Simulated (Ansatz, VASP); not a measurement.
One calculation of Re, two programs

```xyz
1
Lattice="0.0000 1.9381 1.9381 1.9381 0.0000 1.9381 1.9381 1.9381 0.0000" Properties=species:S:1:pos:R:3 pbc="T T T"
Re    0.0000    0.0000    0.0000
```

Alike in both runs: task single point; functional RPBE; k mesh 15 × 15 × 15; occupations fermi-dirac, width 0.1 eV; no spin polarisation.

```csv
,VASP,Ansatz
version,VASP 6.6.1,Ansatz 0.2.0
potentials or method,"VASP PAW PBE potentials, release 64 (Re), cutoff 520 eV","plane waves (420 eV) with PAW, scalar-relativistic"
valence electrons in the cell,7,15
```

VASP gave:

* pressure (GPa): 15.2

Task: Which values does Ansatz return?

Result: Pressure (GPa): 15.7.

VASP's potentials were made for PBE, not for RPBE. The functional is the same, so the differences come from potentials, cutoffs and numerics. VASP's potentials hold 7 valence electrons a cell and Ansatz's 15, so a difference there can come from the potentials and not from the codes.

Neither program's run includes spin-orbit coupling.
